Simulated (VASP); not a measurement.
Ir: relaxation of cell and atoms with r2SCAN

Ir:

```
Ir
1.0
     4.83734    0.00000    0.00000
     0.00000    4.83734    0.00000
     0.00000    0.00000    4.83734
Ir
8
Direct
  0.00000 0.00000 0.00000
  0.50000 0.50000 0.50000
  0.25000 0.00000 0.50000
  0.75000 0.00000 0.50000
  0.50000 0.25000 0.00000
  0.50000 0.75000 0.00000
  0.00000 0.50000 0.25000
  0.00000 0.50000 0.75000
```

* Program: VASP 6.6.1
* Task: relaxation of cell and atoms
* Functional: r2SCAN
* Potentials or basis: VASP PAW PBE potentials, release 64 (Ir)
* Cutoff: 600 eV
* k mesh: 5 × 5 × 5
* Occupations: fermi-dirac, width 0.1 eV
* Spin: no spin polarisation
* Dipole correction: no
* Further INCAR settings: ALGO = Normal; EDIFF = 1e-06; IBRION = 2; EDIFFG = -0.01; NSW = 80; ISIF = 3

* Relaxed volume: 14.89 Å³/atom
* Relaxed cell: a = 4.920 Å, b = 4.920 Å, c = 4.920 Å, α = 90.00°, β = 90.00°, γ = 90.00°
* Space group after relaxing (to 0.05 Å): Pm-3n (No. 223)
* Energy gained by relaxing: 42.9 meV/atom
* Ionic steps: 16
* Pressure after relaxing: 0.0 GPa
* Band gap on the k mesh: zero (band 36 reaches 9.88 eV, above the bottom of band 37 at 9.37 eV)

The path:
```tsv
step	energy change (eV)	largest force (eV/Å)	pressure (GPa)	volume (Å³)
1	0.0000	0.0000	19.51	113.19
2	3.2966	0.0000	-38.79	143.84
3	-0.3408	0.0000	-1.50	119.68
4	-0.3433	0.0000	-0.11	119.18
5	-0.3433	0.0000	0.22	119.06
6	-0.3433	0.0000	0.22	119.06
7	-0.3433	0.0000	0.20	119.07
8	-0.3433	0.0000	0.18	119.07
9	-0.3433	0.0000	0.18	119.07
10	-0.3433	0.0000	0.18	119.07
11	-0.3433	0.0000	0.18	119.08
12	-0.3433	0.0000	0.18	119.08
13	-0.3433	0.0000	0.18	119.08
14	-0.3433	0.0000	0.16	119.09
15	-0.3433	0.0000	0.11	119.10
16	-0.3434	0.0000	0.03	119.13
```

Final structure:
```
Ir
1.0
     4.92044    0.00000    0.00000
     0.00000    4.92044    0.00000
     0.00000    0.00000    4.92044
Ir
8
Cartesian
  0.0000 0.0000 0.0000
  2.4602 2.4602 2.4602
  1.2301 4.9204 2.4602
  3.6903 0.0000 2.4602
  2.4602 1.2301 4.9204
  2.4602 3.6903 0.0000
  0.0000 2.4602 1.2301
  4.9204 2.4602 3.6903
```

Levels at points of the mesh, in eV from the Fermi level:
```tsv
k point	band 32	band 33	band 34	band 35	band 36	band 37	band 38	band 39	band 40	band 41
(0.00, 0.00, 0.00)	-1.21	-1.21	-0.44	-0.44	0.36	0.36	0.36	0.92	0.92	0.92
```

Wall time 12 min on 1 thread of Intel(R) Xeon(R) 6975P-C (Granite Rapids) (shared host), peak memory 0.29 GiB.

Caveat: the PAW data sets were made with another functional, which shifts forces and pressure a little; spin-orbit coupling is left out, which moves the levels of the heavy elements.
